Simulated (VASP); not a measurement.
# BN (R3m) in VASP: a series of runs, part 2 of 2

VASP 6.6.1. Earlier steps stand in the parts before.

## 4. Vibrations by perturbation theory, PBEsol

This run uses another cell than the first one, of 7.68 Å³/atom, 1.099 times its volume.

INCAR reads:

```
PREC = Accurate
ENCUT = 520
EDIFF = 1E-8
ISMEAR = 0
SIGMA = 0.01
LREAL = False
LASPH = True
NELM = 60
ALGO = Normal
ISIF = 2
LWAVE = False
LCHARG = False
GGA = PS
IBRION = 8
NSW = 1
LEPSILON = True
```

KPOINTS reads:

```
Automatic mesh
0
Gamma
  12 12 12
```

POSCAR reads:

```
BN
1.0
    2.4774235531      0.0016123797     -0.2232285569
   -1.2300592565      2.1504880730      0.2231957063
   -0.9845799316     -0.8668280555      2.9259650838
B N
1 1
Direct
    0.9923673901      0.9920886293     -0.0041579806
    0.6557816099      0.3237953707      0.9909629806
```

Potentials or basis: VASP PAW PBE potentials, release 64 (B, N).

On the command line:

```console
$ cat potpaw_PBE.64/B/POTCAR potpaw_PBE.64/N/POTCAR > POTCAR
$ mpirun -np 1 vasp_std > vasp.out
```

OUTCAR:

```text
PREC = Accurate
   ENCUT = 520
   EDIFF = 1E-8
   ISMEAR = 0
   LREAL = False
   LASPH = True
   NELM = 60
   ISIF = 2
   GGA = PS
   IBRION = 8
   NSW = 1
   LEPSILON = True

 ion  position               nearest neighbor table
   1  0.992  0.992  0.996-   2 1.44   2 1.44   2 1.44
   2  0.656  0.324  0.991-   1 1.44   1 1.44   1 1.44

  LATTYP: Found a trigonal (rhomboedric) cell.
 ALAT       =     3.2065651703
 COS(alpha) =     0.6991123577

  Lattice vectors:

 A1 = (  -0.9845799316,  -0.8668280555,   2.9259650838)
 A2 = (   1.4928436215,  -0.8652156758,   2.7027365269)
 A3 = (   0.2627843650,   1.2852723972,   2.9259322332)

Analysis of symmetry for initial positions (statically):
=====================================================================
 Subroutine PRICEL returns:
 Original cell was already a primitive cell.

 Routine SETGRP: Setting up the symmetry group for a
 trigonal (rhombohedral) supercell.

 Subroutine GETGRP returns: Found  6 space group operations
 (whereof  1 operations were pure point group operations)
 out of a pool of 12 trial point group operations.

The static configuration has the point symmetry C_1 .
 The point group associated with its full space group is C_3v.

Analysis of symmetry for dynamics (positions and initial velocities):
=====================================================================
 Subroutine PRICEL returns:
 Original cell was already a primitive cell.

 Routine SETGRP: Setting up the symmetry group for a
 trigonal (rhombohedral) supercell.

[... 523 lines left out ...]
 PIEZOELECTRIC TENSOR (including local field effects)  for field in x, y, z        (C/m^2)
          XX          YY          ZZ          XY          YZ          ZX
  --------------------------------------------------------------------------------
  x     0.00644     0.01543    -0.03090    -1.27276     0.11753    -0.01382
  y    -1.27685     1.26418     0.01790     0.00839     0.12080     0.11753
  z     0.06435     0.19897    -0.36346     0.11753     0.02198    -0.03794

 BORN EFFECTIVE CHARGES (including local field effects) (in |e|, cummulative output)
 ---------------------------------------------------------------------------------
 ion    1
    1     2.65971     0.00763    -0.14607
    2     0.00763     2.66846     0.08464
    3    -0.14607     0.08464     1.05242
 ion    2
    1    -2.65971    -0.00763     0.14607
    2    -0.00763    -2.66846    -0.08464
    3     0.14607    -0.08464    -1.05242

 INTERNAL STRAIN TENSOR FOR ION    2 for displacements in x,y,z  (eV/Angst):
          X           Y           Z          XY          YZ          ZX
  --------------------------------------------------------------------------------
  x    -0.14673     0.00714     0.23900   -14.38401     1.28953    -0.46877
  y   -14.34469    14.42564    -0.13855     0.06260     1.14583     1.28953
  z    -1.08403     0.39295     1.79390     1.28953    -0.17069     0.30686

 SECOND DERIVATIVES (NOT SYMMETRIZED)
 ------------------------------------
               1X          1Y          1Z          2X          2Y          2Z
  1X   -43.636534   -0.153736    2.943929   43.636534    0.153736   -2.943929
  1Y    -0.153736  -43.812775   -1.705812    0.153736   43.812775    1.705812
  1Z     2.943929   -1.705812  -11.242909   -2.943929    1.705812   11.242909
  2X    43.637268    0.153578   -2.940905  -43.637268   -0.153578    2.940905
  2Y     0.153578   43.813328    1.704060   -0.153578  -43.813328   -1.704060
  2Z    -2.940905    1.704060   11.276924    2.940905   -1.704060  -11.276924

 Eigenvectors and eigenvalues of the dynamical matrix
 ----------------------------------------------------

   1 f  =   41.938405 THz   263.506768 2PiTHz 1398.914599 cm-1   173.443227 meV
             X         Y         Z           dx          dy          dz
      0.257700  1.271851  2.913704    -0.646410    0.374667    0.077838
      0.250679 -0.161619  2.825404     0.568021   -0.329232   -0.068398
[... 21 lines left out ...]
   6 f/i=    0.016338 THz     0.102656 2PiTHz    0.544984 cm-1     0.067569 meV
             X         Y         Z           dx          dy          dz
      0.257700  1.271851  2.913704     0.059228   -0.034319    0.657120
      0.250679 -0.161619  2.825404     0.067296   -0.038993    0.746632

--------------------------------------------------------------------------------------------------------

 MACROSCOPIC STATIC DIELECTRIC TENSOR IONIC CONTRIBUTION
 ------------------------------------------------------
           1.910672     0.003540    -0.067795
           0.003540     1.914731     0.039282
          -0.067795     0.039282     1.164763
 ------------------------------------------------------

 ELASTIC MODULI CONTR FROM IONIC RELAXATION (kBar)
 Direction    XX          YY          ZZ          XY          YZ          ZX
 --------------------------------------------------------------------------------
 XX        -485.9856    485.5015      4.0619      0.5264     37.7945     44.4302
 YY         485.5015   -489.0158      7.2244     -3.1679    -38.3750    -43.4459
 ZZ           4.0619      7.2244    -31.9182      2.7569      1.8553     -3.1843
 XY           0.5264     -3.1679      2.7569   -489.0075     43.8312    -16.0288
 YZ          37.7945    -38.3750      1.8553     43.8312     -7.0589     -1.8012
 ZX          44.4302    -43.4459     -3.1843    -16.0288     -1.8012     -4.8487
 --------------------------------------------------------------------------------

 PIEZOELECTRIC TENSOR IONIC CONTR  for field in x, y, z        (C/m^2)
          XX          YY          ZZ          XY          YZ          ZX
  --------------------------------------------------------------------------------
  x     0.01004     0.00044    -0.02096     0.90738    -0.08099     0.02730
  y     0.90442    -0.91050     0.01215    -0.00412    -0.07155    -0.08099
  z     0.07785    -0.01492    -0.17920    -0.08099     0.01479    -0.02607
```

stdout:

```text
POSCAR found type information on POSCAR B N
 POSCAR found :  2 types and       2 ions
 scaLAPACK will be used
 -----------------------------------------------------------------------------
|                                                                             |
|                                                                             |
[... 39 lines left out ...]
 first order change of Fermi-energy  -0.66335E-01
 force on displaced ion       1 direction 1 : -43.637  -0.158   2.944
 Born effective charge ion    1 direction 1 :   2.660   0.006  -0.146
 Linear response progress:
 first order change of Fermi-energy   0.66304E-01
 force on displaced ion       2 direction 1 : -43.638  -0.172   2.940
 Born effective charge ion    2 direction 1 :  -2.660  -0.004   0.146
 Born effective charges drift removed
 Linear response finished
```

It took 8.5 min on 1 thread of Intel Xeon 6975P-C, shared host; peak memory 0.38 GiB.

What came out:

```yaml
Electronic_dielectric_tensor_diagonal: 5.33, 5.34, 3.51
Born_charges_mean_of_the_diagonal: B +2.13; N -2.13 e
Highest_phonon_frequency_at_Γ_LO-TO_splitting_left_out: 1399 cm⁻¹
```

Phonon frequencies in cm⁻¹ (negative: imaginary):
```csv
q point,frequencies
"(0.000, 0.000, 0.000)",-1 0 0 697 1399 1399
```

Electronic dielectric tensor:
```
 5.33  0.01 -0.17
 0.01  5.34  0.10
-0.17  0.10  3.51
```

Born effective charge tensors (e):
atom 1, B
```
 2.66  0.01 -0.15
 0.01  2.67  0.08
-0.15  0.08  1.05
```
atom 2, N
```
-2.66 -0.01  0.15
-0.01 -2.67 -0.08
 0.15 -0.08 -1.05
```

Caveat: the cell wasn't relaxed at this level first, which shifts response properties; the PAW data sets were made with another functional, which shifts forces and pressure a little.
